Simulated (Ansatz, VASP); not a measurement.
**BaTiO3 in VASP and in Ansatz**

```
Ba Ti O
1.0
     3.98410    0.00000    0.00000
     0.00000    2.83705    2.76043
     0.00000   -2.83705    2.76043
Ba Ti O
1 1 3
Cartesian
  0.0000 0.0000 0.0171
  1.9921 0.0000 2.8257
  0.0000 0.0000 2.7363
  1.9921 -1.4064 4.1011
  1.9921 1.4064 4.1011
```

Change from the starting cell: z stretched by -3 %, ions relaxed.

Alike in both runs: functional PBE; k mesh 8 × 8 × 8; occupations fermi-dirac, width 0.02 eV; no spin polarisation.

Ansatz relaxed the structure, and its values are those at the end. VASP's run is a single point on that final structure, the one shown.

|  | VASP | Ansatz |
| --- | --- | --- |
| version | VASP 6.6.1 | Ansatz 0.2.0 |
| potentials or method | VASP PAW PBE potentials, release 64 (Ba_sv, Ti_sv, O) | plane-wave PAW, scalar-relativistic |
| plane-wave cutoff (eV) | 520 | 420 |
| valence electrons in the cell | 40 | 40 |

```tsv
	VASP	Ansatz	Ansatz less VASP
gap on the k mesh at the Fermi level (eV)	1.92	1.99	+0.067
pressure (GPa)	10.0	8.0	-2.01
rms of the force components (eV/Å)	0.015	0.002	-0.0127
```

Ansatz's warnings: stress scf threshold loose.

Neither program's run includes spin-orbit coupling.
